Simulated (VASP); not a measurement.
# Ga3Sb (I4/mmm) in VASP: a series of runs

The runs below take Ga3Sb through single point, with PBEsol+D3(BJ).

All numbers are computed with VASP 6.6.1; they aren't measurements. Logs are shortened: lines on timing, memory, paths and dates and some standing lists are left out, and cuts for length are marked.

**1. The cell of the first run**

Symmetry: I4/mmm, No. 139, tetragonal system. The conventional cell has a = 4.227 Å, b = 4.227 Å, c = 9.038 Å, α = 90.00°, β = 90.00°, γ = 90.00°. Within 3.9 Å of Ga (site symmetry -4m2) lie 8 Ga at 2.99 to 3.09 Å and 4 Sb at 3.09 Å. Ga (site symmetry 4/mmm) has 4 Sb at 2.99 Å and 8 Ga at 3.09 Å within 3.9 Å. Within 3.9 Å of Sb (site symmetry 4/mmm) lie 12 Ga at 2.99 to 3.09 Å.

**2. Single point, PBEsol+D3(BJ) (20.19 Å³/atom)**

INCAR reads:

```
SYSTEM = Ga3Sb
  PREC = Accurate
  ENCUT = 520
  EDIFF = 1E-7
  ISMEAR = 0
  SIGMA = 0.1
  LREAL = .FALSE.
  LASPH = .TRUE.
  NELM = 100
  ALGO = Fast
  ISIF = 2
  LWAVE = .FALSE.
  LCHARG = .FALSE.
  GGA = PS
  IVDW = 12
  NBANDS = 30
```

KPOINTS reads:

```
regular mesh
0
G
  14 14 14
  0 0 0
```

POSCAR reads:

```
Ga3Sb
1.0
   -2.1135727947      2.1135727947      4.5189534346
    2.1135727947     -2.1135727947      4.5189534346
    2.1135727947      2.1135727947     -4.5189534346
Ga Sb
3 1
Direct
    0.7500000000      0.2500000000      0.5000000000
    0.2500000000      0.7500000000      0.5000000000
    0.5000000000      0.5000000000      0.0000000000
    0.0000000000      0.0000000000      0.0000000000
```

Potentials or basis: VASP PAW PBE potentials, release 64 (Ga_d, Sb).

Run with:

```bash
> cat potpaw_PBE.64/Ga_d/POTCAR potpaw_PBE.64/Sb/POTCAR > POTCAR
> mpirun -np 1 vasp_std > vasp.out
```

OUTCAR:

```text
SYSTEM = Ga3Sb
   PREC = Accurate
   ENCUT = 520
   EDIFF = 1E-7
   ISMEAR = 0
   LREAL = .FALSE.
   LASPH = .TRUE.
   NELM = 100
   ISIF = 2
   GGA = PS
   IVDW = 12
 IVDW          = 12

 ion  position               nearest neighbor table
   1  0.750  0.250  0.500-   4 3.09   4 3.09   4 3.09   4 3.09
   2  0.250  0.750  0.500-   4 3.09   4 3.09   4 3.09   4 3.09
   3  0.500  0.500  0.000-   4 2.99   4 2.99   4 2.99   4 2.99
   4  0.000  0.000  0.000-   3 2.99   3 2.99   3 2.99   3 2.99   2 3.09   1 3.09   2 3.09   1 3.09
                             1 3.09   1 3.09   2 3.09   2 3.09

  LATTYP: Found a body centered tetragonal cell.
 ALAT       =     4.2271455894
 C/A-ratio  =     2.1380637780

  Lattice vectors:

 A1 = (  -2.1135727947,   2.1135727947,   4.5189534346)
 A2 = (   2.1135727947,  -2.1135727947,   4.5189534346)
 A3 = (   2.1135727947,   2.1135727947,  -4.5189534346)

Analysis of symmetry for initial positions (statically):
=====================================================================
 Subroutine PRICEL returns:
 Original cell was already a primitive cell.

 Routine SETGRP: Setting up the symmetry group for a
 body centered tetragonal supercell.

 Subroutine GETGRP returns: Found 16 space group operations
 (whereof 16 operations were pure point group operations)
 out of a pool of 16 trial point group operations.

The static configuration has the point symmetry D_4h.

Analysis of symmetry for dynamics (positions and initial velocities):
=====================================================================
 Subroutine PRICEL returns:
 Original cell was already a primitive cell.

 Routine SETGRP: Setting up the symmetry group for a
 body centered tetragonal supercell.

 Subroutine GETGRP returns: Found 16 space group operations
 (whereof 16 operations were pure point group operations)
 out of a pool of 16 trial point group operations.

The dynamic configuration has the point symmetry D_4h.

 Subroutine INISYM returns: Found 16 space group operations
 (whereof 16 operations are pure point group operations),
 and found     1 'primitive' translations

----------------------------------------------------------------------------------------

                                     Primitive cell

  volume of cell :      80.7481

  direct lattice vectors                    reciprocal lattice vectors
    -2.113572795  2.113572795  4.518953435     0.000000000  0.236566255  0.110645088
     2.113572795 -2.113572795  4.518953435     0.236566255  0.000000000  0.110645088
[... 91 lines left out ...]
   EDIFFG = 0.1E-05   stopping-criterion for IOM
   NSW    =      0    number of steps for IOM
   IBRION =     -1    ionic relax: 0-MD 1-quasi-New 2-CG
   NFREE  =      0    steps in history (QN), initial steepest desc. (CG)
   ISIF   =      2    stress and relaxation
   ISYM   =      2    0-nonsym 1-usesym 2-fastsym
   POTIM  = 0.5000    time-step for ionic-motion
   TEBEG  =    0.0;   TEEND  =   0.0 temperature during run
   PSTRESS=    0.0 pullay stress
   NELECT =      44.0000    total number of electrons
   NUPDOWN=      -1.0000    fix difference up-down
   EMIN   =  10.00;   EMAX   =-10.00  energy-range for DOS
   EFERMI =   0.00;   METHOD = LEGACY
   ISMEAR =     0;   SIGMA  =   0.10  broadening in eV -4-tet -1-fermi 0-gaus
   EFERMI_NEDOS =   21; number of points for ismear=-14 and -15
   IALGO  =     68    algorithm
   IMIX   =      4    mixing-type and parameters
     AMIX     =   0.40;   BMIX     =  1.00
     AMIX_MAG =   1.60;   BMIX_MAG =  1.00
  volume/ion in A,a.u.               =      20.19       136.23
  Fermi-wavevector in a.u.,A,eV,Ry     =   1.337155  2.526856 24.326979  1.787982
  Thomas-Fermi vector in A             =   2.465725
   LORBIT       =      0    0 simple, 1 ext, 2 COOP (PROOUT), +10 PAW based schemes
   GGA     = PS    functional components
   LHFCALC =     F    Hartree Fock is set to
   AEXX    =    0.0000 exact exchange contribution
   IVDW    =    12    specifies the selected vdW correction
   LEPSILON=     F    determine dielectric tensor
   LRPA    =     F    only Hartree local field effects (RPA)
 non-spin polarized calculation
 RMM-DIIS sequential band-by-band and
 Gauss-broadening in eV      SIGMA  =   0.10
  energy-cutoff  :      520.00
  volume of cell :       80.75
 maximum number of plane-waves:      2192
   NGX = 21   NGY = 21   NGZ = 21

 number of electron      44.0000004 magnetization

 Free energy of the ion-electron system (eV)
  ---------------------------------------------------
  ext. energy  EPLUGINS =         0.00000000
  ---------------------------------------------------
  free energy    TOTEN  =       -14.30152462 eV

  energy without entropy =      -14.29344997  energy(sigma->0) =      -14.29748729

 E-fermi :   6.7538     XC(G=0): -11.0404

 val. band max:        6.7526362275   @ k =  -0.2857   0.3571   0.2143
 cond. band min:       6.7550690378   @ k =  -0.0714  -0.1429   0.0714
 fundamental gap:      0.0024328103
 Fermi energy:         6.7537685114

 k-point     1 :       0.0000    0.0000    0.0000
  band No.  band energies     occupation
      1      -8.1991      2.00000
      2      -8.1548      2.00000
      3      -8.1300      2.00000
      4      -8.0819      2.00000
      5      -8.0819      2.00000
      6      -8.0816      2.00000
[... 781 lines left out ...]
     29      11.7346      0.00000
     30      14.9182      0.00000

 [... further k-points ...]

------------------------ aborting loop because EDIFF is reached ----------------------------------------

 Edisp (eV)   -1.45438

 E8    (eV) :    -1.0053

  FORCE on cell =-STRESS in cart. coord.  units (eV):
  Direction    XX          YY          ZZ          XY          YZ          ZX
  --------------------------------------------------------------------------------------
  -------------------------------------------------------------------------------------
  Total      -0.83844    -0.83844    -0.85220     0.00000     0.00000     0.00000
  in kB     -16.63612   -16.63612   -16.90907     0.00000     0.00000     0.00000
  external pressure =      -16.73 kB  Pullay stress =        0.00 kB

 VOLUME and BASIS-vectors are now :
 -----------------------------------------------------------------------------
  energy-cutoff  :      520.00
  volume of cell :       80.75
      direct lattice vectors                 reciprocal lattice vectors
    -2.113572795  2.113572795  4.518953435     0.000000000  0.236566255  0.110645088
     2.113572795 -2.113572795  4.518953435     0.236566255  0.000000000  0.110645088
     2.113572795  2.113572795 -4.518953435     0.236566255  0.236566255  0.000000000

 POSITION                                       TOTAL-FORCE (eV/Angst)
 -----------------------------------------------------------------------------------
     -0.00000      2.11357      2.25948        -0.000000      0.000000     -0.000000
      2.11357     -0.00000      2.25948        -0.000000      0.000000      0.000000
      0.00000      0.00000      4.51895         0.000000     -0.000000     -0.000000
      0.00000      0.00000      0.00000         0.000000     -0.000000     -0.000000
 -----------------------------------------------------------------------------------
    total drift:                               -0.000000     -0.000000      0.000000

  FREE ENERGIE OF THE ION-ELECTRON SYSTEM (eV)
  ---------------------------------------------------
  free  energy   TOTEN  =       -15.7559020263 eV

  energy  without entropy=      -15.7478273777  energy(sigma->0) =      -15.75186470
```

OSZICAR:

```text
N       E                     dE             d eps       ncg     rms          rms(c)
DAV:   1     0.296706568525E+03    0.29671E+03   -0.20670E+04 15048   0.241E+03
DAV:   2     0.219408359296E+02   -0.27477E+03   -0.26718E+03 14986   0.502E+02
DAV:   3    -0.132475742552E+02   -0.35188E+02   -0.34382E+02 16742   0.137E+02
DAV:   4    -0.143789322765E+02   -0.11314E+01   -0.11261E+01 17314   0.263E+01
DAV:   5    -0.144082530997E+02   -0.29321E-01   -0.29313E-01 18740   0.425E+00    0.281E+00
RMM:   6    -0.143229032330E+02    0.85350E-01   -0.16700E-01 19105   0.408E+00    0.155E+00
RMM:   7    -0.143030636755E+02    0.19840E-01   -0.63066E-02 19925   0.188E+00    0.255E-01
RMM:   8    -0.143015243577E+02    0.15393E-02   -0.53902E-03 20678   0.694E-01    0.612E-02
RMM:   9    -0.143015159185E+02    0.84391E-05   -0.10676E-03 22705   0.296E-01    0.553E-02
RMM:  10    -0.143015249178E+02   -0.89992E-05   -0.24795E-04 25068   0.123E-01    0.144E-02
RMM:  11    -0.143015232932E+02    0.16246E-05   -0.40318E-05 21745   0.586E-02    0.194E-03
RMM:  12    -0.143015247261E+02   -0.14329E-05   -0.14372E-05 24723   0.256E-02    0.186E-03
RMM:  13    -0.143015247564E+02   -0.30263E-07   -0.13597E-06 19216   0.856E-03    0.965E-04
RMM:  14    -0.143015246300E+02    0.12633E-06   -0.39525E-07 13854   0.451E-03    0.151E-03
RMM:  15    -0.143015246170E+02    0.12999E-07   -0.13604E-07 11346   0.352E-03
   1 F= -.15755902E+02 E0= -.15751865E+02  d E =-.807465E-02
```

stdout:

```text
POSCAR found type information on POSCAR GaSb
 POSCAR found :  2 types and       4 ions
 scaLAPACK will be used
 -----------------------------------------------------------------------------
|                                                                             |
|                                                                             |
|     You enforced a specific xc type in the INCAR file but a different       |
|     I HOPE YOU KNOW WHAT YOU ARE DOING!                                     |
|                                                                             |
 -----------------------------------------------------------------------------

 LDA part: xc-table for (Slater+PW92), standard interpolation
 POSCAR, INCAR and KPOINTS ok, starting setup
 FFT: planning ... GRIDC
 FFT: planning ... GRID_SOFT
 FFT: planning ... GRID
 WAVECAR not read
 entering main loop
WARNING in EDDRMM: call to ZHEGV failed, returncode =   8  4     27
WARNING in EDDRMM: call to ZHEGV failed, returncode =   6  3     30
WARNING in EDDRMM: call to ZHEGV failed, returncode =   8  4     29
WARNING in EDDRMM: call to ZHEGV failed, returncode =   8  4     29
WARNING in EDDRMM: call to ZHEGV failed, returncode =   6  3     29
WARNING in EDDRMM: call to ZHEGV failed, returncode =   6  3     29
WARNING in EDDRMM: call to ZHEGV failed, returncode =   8  4     29
WARNING in EDDRMM: call to ZHEGV failed, returncode =   6  3     27
WARNING in EDDRMM: call to ZHEGV failed, returncode =   8  4     26
WARNING in EDDRMM: call to ZHEGV failed, returncode =   8  4     29
WARNING in EDDRMM: call to ZHEGV failed, returncode =   8  4     29
WARNING in EDDRMM: call to ZHEGV failed, returncode =   8  4     28
WARNING in EDDRMM: call to ZHEGV failed, returncode =   6  3     28
```

Wall time 21 min (1 thread of Oxide Virtual Turin-like, shared host); peak memory 0.59 GiB.

What came out:

```
Free energy                : -15.7559 eV
Pressure                   : -1.7 GPa
Band gap on the k mesh     : zero (bands 22 and 23 overlap by 4.89 eV)
Dispersion energy per atom : -0.364 eV
```

Levels at points of the mesh, in eV from the Fermi level:
| k point | band 20 | band 21 | band 22 | band 23 | band 24 | band 25 |
| --- | --- | --- | --- | --- | --- | --- |
| (0.00, 0.00, 0.00) | -1.99 | -1.99 | -1.79 | -0.49 | -0.49 | 0.75 |
| (0.50, 0.00, 0.00) | -1.16 | -0.48 | -0.33 | 0.20 | 1.86 | 3.07 |
| (0.50, 0.50, 0.00) | -5.21 | -4.56 | -0.24 | 0.26 | 0.30 | 1.05 |
| (0.50, 0.50, 0.50) | -3.37 | -2.49 | 2.48 | 3.00 | 3.00 | 3.99 |

Caveat: the PAW data sets were made with another functional, which shifts forces and pressure a little; spin-orbit coupling is left out, which moves the levels of the heavy elements.

**3. Single point, PBEsol+D3(BJ) (20.77 Å³/atom)**

This run uses another cell than the first one, of 20.77 Å³/atom.

INCAR reads:

```
ALGO = Fast ; EDIFF = 1E-6
ENCUT = 520 ; GGA = PS
ISIF = 2 ; ISMEAR = 0
IVDW = 12 ; LASPH = True
LCHARG = False ; LREAL = False
LWAVE = False ; NBANDS = 30
NELM = 100 ; PREC = Accurate
SIGMA = 0.1
```

KPOINTS reads:

```
k-points
0
Gamma
  14 14 14
```

POSCAR reads:

```
Ga3Sb
1.0
   -2.1338968568      2.1338968568      4.5624075756
    2.1338968568     -2.1338968568      4.5624075756
    2.1338968568      2.1338968568     -4.5624075756
Ga Sb
3 1
Direct
    0.7500000000      0.2500000000      0.5000000000
    0.2500000000      0.7500000000      0.5000000000
    0.5000000000      0.5000000000      0.0000000000
    0.0000000000      0.0000000000      0.0000000000
```

Potentials or basis: VASP PAW PBE potentials, release 64 (Ga_d, Sb).

Run with:

```bash
> cat potpaw_PBE.64/Ga_d/POTCAR potpaw_PBE.64/Sb/POTCAR > POTCAR
> mpirun -np 1 vasp_std > vasp.out
```

Run time: 25 min. Hardware: 1 thread of Oxide Virtual Turin-like, shared host; peak memory 0.6 GiB.

The run converged. Its results:

* Free energy: -15.7200 eV
* Pressure: -3.2 GPa
* Band gap on the k mesh: zero (bands 22 and 23 overlap by 4.72 eV)
* Dispersion energy per atom: -0.353 eV

Stress tensor (GPa, compression positive):
```
-3.16  0.00  0.00
 0.00 -3.16  0.00
 0.00  0.00 -3.25
```

Levels at points of the mesh, in eV from the Fermi level:
| k point | band 20 | band 21 | band 22 | band 23 | band 24 | band 25 |
| --- | --- | --- | --- | --- | --- | --- |
| (0.00, 0.00, 0.00) | -1.91 | -1.91 | -1.87 | -0.42 | -0.42 | 0.78 |
| (0.50, 0.00, 0.00) | -1.11 | -0.52 | -0.33 | 0.26 | 1.80 | 3.07 |
| (0.50, 0.50, 0.00) | -5.03 | -4.40 | -0.27 | 0.25 | 0.33 | 1.09 |
| (0.50, 0.50, 0.50) | -3.25 | -2.52 | 2.40 | 2.95 | 2.95 | 3.97 |

Caveat: the cell stands under tension; the PAW data sets were made with another functional, which shifts forces and pressure a little; spin-orbit coupling is left out, which moves the levels of the heavy elements.

**4. Single point, PBEsol+D3(BJ) (18.42 Å³/atom)**

This run uses another cell than the first one, of 18.42 Å³/atom.

INCAR reads:

```
PREC = Accurate
ENCUT = 520
EDIFF = 1E-7
ISMEAR = 0
SIGMA = 0.1
LREAL = F
LASPH = T
NELM = 60
ALGO = Fast
ISIF = 2
LWAVE = F
LCHARG = F
GGA = PS
IVDW = 12
NBANDS = 30
```

KPOINTS reads:

```
regular mesh
0
Gamma
  14 14 14
```

POSCAR reads:

```
Ga3Sb
1.0
   -2.0501269427      2.0501269427      4.3833021566
    2.0501269427     -2.0501269427      4.3833021566
    2.0501269427      2.0501269427     -4.3833021566
Ga Sb
3 1
Direct
    0.7500000000      0.2500000000      0.5000000000
    0.2500000000      0.7500000000      0.5000000000
    0.5000000000      0.5000000000      0.0000000000
    0.0000000000      0.0000000000      0.0000000000
```

Run with:

```bash
> cat potpaw_PBE.64/Ga_d/POTCAR potpaw_PBE.64/Sb/POTCAR > POTCAR
> mpirun -np 1 vasp_std > vasp.out
```

It took 21 min on 1 thread of Oxide Virtual Turin-like, shared host; peak memory 0.55 GiB.

It converged, with:

| Quantity | Value |
| --- | --- |
| Free energy | -15.6999 eV |
| Pressure | 4.8 GPa |
| Band gap on the k mesh | zero (bands 22 and 23 overlap by 5.43 eV) |
| Dispersion energy per atom | -0.399 eV |

Levels at points of the mesh, in eV from the Fermi level:
| k point | band 20 | band 21 | band 22 | band 23 | band 24 | band 25 |
| --- | --- | --- | --- | --- | --- | --- |
| (0.00, 0.00, 0.00) | -2.25 | -2.25 | -1.56 | -0.72 | -0.72 | 0.62 |
| (0.50, 0.00, 0.00) | -1.33 | -0.34 | -0.34 | 0.02 | 2.05 | 3.09 |
| (0.50, 0.50, 0.00) | -5.47 | -5.10 | -0.12 | 0.20 | 0.31 | 0.91 |
| (0.50, 0.50, 0.50) | -3.66 | -2.43 | 2.76 | 3.13 | 3.13 | 4.07 |

Caveat: the cell stands under pressure; the PAW data sets were made with another functional, which shifts forces and pressure a little; spin-orbit coupling is left out, which moves the levels of the heavy elements.

(Part 1 of 2 ends here.)

The gap in the log of VASP goes by the Fermi energy; the results here count the filled bands.